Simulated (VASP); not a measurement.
# AlN (P6_3mc) in VASP: further runs

The runs below take AlN through relaxation of the atoms, with r2SCAN.

Everything below comes from runs of VASP 6.6.1. Logs are shortened: lines on timing, memory, paths and dates and some standing lists are left out, and cuts for length are marked.

## Step 1: The cell of the first run

Symmetry: P6_3mc, No. 186, hexagonal system. The conventional cell has a = 3.107 Å, b = 3.107 Å, c = 4.978 Å, α = 90.00°, β = 90.00°, γ = 120.00°. Within 2.5 Å of Al (site symmetry 3m) lie 4 N at 1.89 to 1.90 Å. N (site symmetry 3m) has 4 Al at 1.89 to 1.90 Å within 2.5 Å.

## Step 2: Relaxation of the atoms, r2SCAN

Input file POSCAR:

```
AlN
1.0
    3.1067016190      0.0000000000      0.0000000000
   -1.5533508095      2.6904825240      0.0000000000
    0.0000000000      0.0000000000      4.9783374663
Al N
2 2
Direct
    0.3333333333      0.6666666667      0.0001702140
    0.6666666667      0.3333333333      0.5001702140
    0.3333333333      0.6666666667      0.3818297860
    0.6666666667      0.3333333333      0.8818297860
```

Input file INCAR.step1:

```
SYSTEM = AlN
PREC = Accurate
ENCUT = 520
ISMEAR = 0
SIGMA = 0.01
LREAL = .FALSE.
LASPH = .TRUE.
NELM = 100
GGA = PE
ALGO = Normal
EDIFF = 1E-4
LWAVE = .TRUE.
LCHARG = .FALSE.
```

Input file INCAR.step2:

```
SYSTEM = AlN
PREC = Accurate
ENCUT = 520
EDIFF = 1E-7
ISMEAR = 0
SIGMA = 0.01
LREAL = .FALSE.
LASPH = .TRUE.
NELM = 100
ALGO = Normal
ISIF = 2
LWAVE = .FALSE.
LCHARG = .FALSE.
METAGGA = R2SCAN
LMIXTAU = .TRUE.
IBRION = 2
NSW = 80
EDIFFG = -0.004
ISTART = 1
```

Input file KPOINTS:

```
regular mesh
0
G
  8 8 5
  0 0 0
```

Potentials or basis: VASP PAW PBE potentials, release 64 (Al, N).

The run is started by

```sh
> cat potpaw_PBE.64/Al/POTCAR potpaw_PBE.64/N/POTCAR > POTCAR
> cp INCAR.step1 INCAR
> mpirun -np 1 vasp_std > vasp.out
> cp INCAR.step2 INCAR
> mpirun -np 1 vasp_std > vasp.out
```

OUTCAR:

```text
SYSTEM = AlN
   PREC = Accurate
   ENCUT = 520
   EDIFF = 1E-7
   ISMEAR = 0
   LREAL = .FALSE.
   LASPH = .TRUE.
   NELM = 100
   ISIF = 2
   METAGGA = R2SCAN
   IBRION = 2
   NSW = 80
   EDIFFG = -0.004
   ISTART = 1

 ion  position               nearest neighbor table
   1  0.333  0.667  0.000-   4 1.89   4 1.89   4 1.89   3 1.90   2 3.07   2 3.07   2 3.07   2 3.07
                             2 3.07   2 3.07
   2  0.667  0.333  0.500-   3 1.89   3 1.89   3 1.89   4 1.90   1 3.07   1 3.07   1 3.07   1 3.07
                             1 3.07   1 3.07
   3  0.333  0.667  0.382-   2 1.89   2 1.89   2 1.89   1 1.90
   4  0.667  0.333  0.882-   1 1.89   1 1.89   1 1.89   2 1.90

  LATTYP: Found a hexagonal cell.
 ALAT       =     3.1067016190
 C/A-ratio  =     1.6024511127

  Lattice vectors:

 A1 = (   3.1067016190,   0.0000000000,   0.0000000000)
 A2 = (  -1.5533508095,   2.6904825240,   0.0000000000)
 A3 = (   0.0000000000,   0.0000000000,   4.9783374663)

Analysis of symmetry for initial positions (statically):
=====================================================================
 Subroutine PRICEL returns:
 Original cell was already a primitive cell.

 Routine SETGRP: Setting up the symmetry group for a
 hexagonal supercell.

 Subroutine GETGRP returns: Found 12 space group operations
 (whereof  6 operations were pure point group operations)
 out of a pool of 24 trial point group operations.

The static configuration has the point symmetry C_3v.
 The point group associated with its full space group is C_6v.

Analysis of symmetry for dynamics (positions and initial velocities):
=====================================================================
 Subroutine PRICEL returns:
 Original cell was already a primitive cell.

 Routine SETGRP: Setting up the symmetry group for a
 hexagonal supercell.

 Subroutine GETGRP returns: Found 12 space group operations
 (whereof  6 operations were pure point group operations)
 out of a pool of 24 trial point group operations.

The dynamic configuration has the point symmetry C_3v.
 The point group associated with its full space group is C_6v.

 Subroutine INISYM returns: Found 12 space group operations
 (whereof  6 operations are pure point group operations),
 and found     1 'primitive' translations

----------------------------------------------------------------------------------------

                                     Primitive cell

  volume of cell :      41.6116

  direct lattice vectors                    reciprocal lattice vectors
     3.106701619  0.000000000  0.000000000     0.321884791  0.185840270  0.000000000
    -1.553350809  2.690482524  0.000000000     0.000000000  0.371680541  0.000000000
     0.000000000  0.000000000  4.978337466     0.000000000  0.000000000  0.200870272

  length of vectors
     3.106701619  3.106701619  4.978337466     0.371680541  0.371680541  0.200870272

  position of ions in fractional coordinates (direct lattice)
     0.333333333  0.666666667  0.000170214
     0.666666667  0.333333333  0.500170214
     0.333333333  0.666666667  0.381829786
     0.666666667  0.333333333  0.881829786

  ion indices of the primitive-cell ions
   primitive index   ion index
                 1           1
                 2           2
                 3           3
                 4           4

----------------------------------------------------------------------------------------

 KPOINTS: regular mesh

Automatic generation of k-mesh.
 Grid dimensions read from file:
 generate k-points for:    8    8    5

 Generating k-lattice:

  Cartesian coordinates                     Fractional coordinates (reciprocal lattice)
     0.040235599  0.023230034  0.000000000     0.125000000  0.000000000  0.000000000
     0.000000000  0.046460068  0.000000000     0.000000000  0.125000000  0.000000000
     0.000000000  0.000000000  0.040174054     0.000000000  0.000000000  0.200000000

  Length of vectors
     0.046460068  0.046460068  0.040174054

  Shift w.r.t. Gamma in fractional coordinates (k-lattice)
     0.000000000  0.000000000  0.000000000

 Subroutine IBZKPT returns following result:
 ===========================================

 Found     30 irreducible k-points:

 Following reciprocal coordinates:
            Coordinates               Weight
  0.000000  0.000000  0.000000      1.000000
  0.125000 -0.000000  0.000000      6.000000
  0.250000 -0.000000  0.000000      6.000000
  0.375000 -0.000000  0.000000      6.000000
  0.500000 -0.000000  0.000000      3.000000
  0.125000  0.125000  0.000000      6.000000
[... 16 lines left out ...]
  0.250000 -0.000000  0.400000     12.000000
  0.375000 -0.000000  0.400000     12.000000
 [... further k-points ...]
   k-points           NKPTS =     30   k-points in BZ     NKDIM =     30   number of bands    NBANDS=     12
   number of dos      NEDOS =    301   number of ions     NIONS =      4
   total plane-waves  NPLWV =  23040
   dimension x,y,z NGX =    24 NGY =   24 NGZ =   40
   dimension x,y,z NGXF=    48 NGYF=   48 NGZF=   80
   ions per type =               2   2
   NGX,Y,Z   is equivalent  to a cutoff of  12.84, 12.84, 13.36 a.u.
   NGXF,Y,Z  is equivalent  to a cutoff of  25.69, 25.69, 26.72 a.u.
 SYSTEM =  AlN
   PREC   = accura    normal or accurate (medium, high low for compatibility)
   ISTART =      1    job   : 0-new  1-cont  2-samecut
   ICHARG =      0    charge: 1-file 2-atom 10-const
   ISPIN  =      1    spin polarized calculation?
   LNONCOLLINEAR =      F non collinear calculations
   LSORBIT =      F    spin-orbit coupling
   LASPH  =      T    aspherical Exc in radial PAW
   ENCUT  =  520.0 eV  38.22 Ry    6.18 a.u.   5.78  5.78  9.26*2*pi/ulx,y,z
   NELM   =    100;   NELMIN=  2; NELMDL=  0     # of ELM steps
   EDIFF  = 0.1E-06   stopping-criterion for ELM
   LREAL  =      F    real-space projection
   EDIFFG = -.4E-02   stopping-criterion for IOM
   NSW    =     80    number of steps for IOM
   IBRION =      2    ionic relax: 0-MD 1-quasi-New 2-CG
   NFREE  =      1    steps in history (QN), initial steepest desc. (CG)
   ISIF   =      2    stress and relaxation
   ISYM   =      2    0-nonsym 1-usesym 2-fastsym
   POTIM  = 0.5000    time-step for ionic-motion
   TEBEG  =    0.0;   TEEND  =   0.0 temperature during run
   PSTRESS=    0.0 pullay stress
   NELECT =      16.0000    total number of electrons
   NUPDOWN=      -1.0000    fix difference up-down
   EMIN   =  10.00;   EMAX   =-10.00  energy-range for DOS
   EFERMI =   0.00;   METHOD = LEGACY
   ISMEAR =     0;   SIGMA  =   0.01  broadening in eV -4-tet -1-fermi 0-gaus
   EFERMI_NEDOS =   21; number of points for ismear=-14 and -15
   IALGO  =     38    algorithm
   IMIX   =      4    mixing-type and parameters
     AMIX     =   0.40;   BMIX     =  1.00
     AMIX_MAG =   1.60;   BMIX_MAG =  1.00
  volume/ion in A,a.u.               =      10.40        70.20
  Fermi-wavevector in a.u.,A,eV,Ry     =   1.190447  2.249619 19.281694  1.417165
  Thomas-Fermi vector in A             =   2.326532
   LORBIT       =      0    0 simple, 1 ext, 2 COOP (PROOUT), +10 PAW based schemes
   METAGGA = R2SCAN    functional components
   LHFCALC =     F    Hartree Fock is set to
   AEXX    =    0.0000 exact exchange contribution
   IVDW    =     0    specifies the selected vdW correction
   LEPSILON=     F    determine dielectric tensor
   LRPA    =     F    only Hartree local field effects (RPA)
 conjugate gradient relaxation of ions
 non-spin polarized calculation
 Gauss-broadening in eV      SIGMA  =   0.01
  energy-cutoff  :      520.00
  volume of cell :       41.61
 maximum number of plane-waves:      1136
 NGX is ok and might be reduce to    24
   NGX = 11   NGY = 11   NGZ = 19

 number of electron      15.9999996 magnetization

 Free energy of the ion-electron system (eV)
  ---------------------------------------------------
  ext. energy  EPLUGINS =         0.00000000
  ---------------------------------------------------
  free energy    TOTEN  =       -38.45628544 eV

  energy without entropy =      -38.45628544  energy(sigma->0) =      -38.45628544

 E-fermi :   6.0183     XC(G=0): -11.4169

 val. band max:        5.9193179477   @ k =   0.0000   0.0000   0.0000
 cond. band min:      10.8390321576   @ k =   0.0000   0.0000   0.0000
 fundamental gap:      4.9197142098
 Fermi energy:         6.0182528278

 k-point     1 :       0.0000    0.0000    0.0000
  band No.  band energies     occupation
      1     -10.0623      2.00000
      2      -7.9402      2.00000
      3      -0.1508      2.00000
      4       5.0333      2.00000
      5       5.0333      2.00000
      6       5.6942      2.00000
      7       5.6942      2.00000
      8       5.9193      2.00000
      9      10.8390      0.00000
     10      13.4585      0.00000
     11      17.5358      0.00000
     12      17.9628      0.00000

 k-point     2 :       0.1250   -0.0000    0.0000
  band No.  band energies     occupation
      1      -9.8635      2.00000
      2      -7.8308      2.00000
      3       0.0903      2.00000
      4       4.1675      2.00000
      5       4.7862      2.00000
      6       4.8812      2.00000
      7       5.6568      2.00000
      8       5.8267      2.00000
      9      11.6708      0.00000
     10      14.2050      0.00000
     11      16.5844      0.00000
     12      16.8897      0.00000

 k-point     3 :       0.2500   -0.0000    0.0000
  band No.  band energies     occupation
      1      -9.3114      2.00000
      2      -7.5744      2.00000
      3       0.7817      2.00000
      4       2.4284      2.00000
      5       3.4306      2.00000
      6       4.3123      2.00000
      7       5.4773      2.00000
      8       5.4907      2.00000
      9      12.8601      0.00000
     10      14.3201      0.00000
     11      14.8215      0.00000
     12      16.9441      0.00000
[... 286 lines left out ...]
 k-point    23 :       0.2500   -0.0000    0.4000
  band No.  band energies     occupation
      1      -8.8000      2.00000
      2      -8.2751      2.00000
      3       1.5061      2.00000
      4       2.2012      2.00000
      5       3.7920      2.00000
      6       4.6768      2.00000
      7       4.7644      2.00000
      8       5.0373      2.00000
      9      12.8749      0.00000
     10      13.5819      0.00000
     11      15.9666      0.00000
     12      16.6589      0.00000

 k-point    24 :       0.3750   -0.0000    0.4000
  band No.  band energies     occupation
      1      -8.1878      2.00000
      2      -7.8217      2.00000
      3       0.6102      2.00000
      4       1.0107      2.00000
      5       3.8613      2.00000
      6       4.3387      2.00000
      7       4.7556      2.00000
      8       4.7925      2.00000
      9      12.0070      0.00000
     10      12.6482      0.00000
     11      15.9599      0.00000
     12      16.6972      0.00000

 [... further k-points ...]
[... 5 lines left out ...]
  --------------------------------------------------------------------------------------
  -------------------------------------------------------------------------------------
  Total       -0.0983404     -0.0983404     -0.0994133      0.0000000      0.0000000     -0.0000000
  in kB       -3.7864166     -3.7864166     -3.8277293      0.0000000      0.0000000     -0.0000000
  external PRESSURE =      -3.8001875 kB  Pullay stress =       0.0000000 kB

 VOLUME and BASIS-vectors are now :
 -----------------------------------------------------------------------------
  energy-cutoff  :      520.00
  volume of cell :       41.61
      direct lattice vectors                 reciprocal lattice vectors
     3.106701619  0.000000000  0.000000000     0.321884791  0.185840270  0.000000000
    -1.553350809  2.690482524  0.000000000     0.000000000  0.371680541  0.000000000
     0.000000000  0.000000000  4.978337466     0.000000000  0.000000000  0.200870272

 POSITION                                       TOTAL-FORCE (eV/Angst)
 -----------------------------------------------------------------------------------
     -0.00000      1.79366      0.00085         0.000000      0.000000      0.001147
      1.55335      0.89683      2.49002        -0.000000     -0.000000      0.001147
     -0.00000      1.79366      1.90088        -0.000000     -0.000000     -0.001147
      1.55335      0.89683      4.39005        -0.000000     -0.000000     -0.001147
 -----------------------------------------------------------------------------------
    total drift:                               -0.000000     -0.000000     -0.019040

  FREE ENERGIE OF THE ION-ELECTRON SYSTEM (eV)
  ---------------------------------------------------
  free  energy   TOTEN  =       -38.4562854399 eV

  energy  without entropy=      -38.4562854399  energy(sigma->0) =      -38.45628544

 reached required accuracy - stopping structural energy minimisation
```

Run time: 49 s. Hardware: 1 thread of Intel Xeon Platinum 8259CL at 2.50GHz (Skylake/Cascade Lake), shared host; peak memory 0.16 GiB.

Results:

```yaml
Free_energy: -38.4563 eV
Pressure_after_relaxing: -0.4 GPa
Band_gap_on_the_k_mesh: 4.92 eV
```

Final structure:
```xyz
4
Lattice="3.1067 0.0000 0.0000 -1.5534 2.6905 0.0000 0.0000 0.0000 4.9783" Properties=species:S:1:pos:R:3 pbc="T T T"
Al    0.0000    1.7937    0.0008
Al    1.5534    0.8968    2.4900
N     0.0000    1.7937    1.9009
N     1.5534    0.8968    4.3900
```

Levels at points of the mesh, in eV from the valence-band top:
| k point | band 4 | band 5 | band 6 | band 7 | band 8 | band 9 | band 10 | band 11 | band 12 |
| --- | --- | --- | --- | --- | --- | --- | --- | --- | --- |
| (0.00, 0.00, 0.00) | -0.89 | -0.89 | -0.23 | -0.23 | 0.00 | 4.92 | 7.54 | 11.62 | 12.04 |
| (0.50, 0.00, 0.00) | -4.22 | -3.39 | -2.14 | -1.77 | -0.71 | 6.45 | 6.56 | 9.05 | 11.26 |

Caveat: the relaxation stopped at its first step, so nothing moved; the PAW data sets were made with another functional, which shifts forces and pressure a little.

(Part 1 of 2 ends here.)
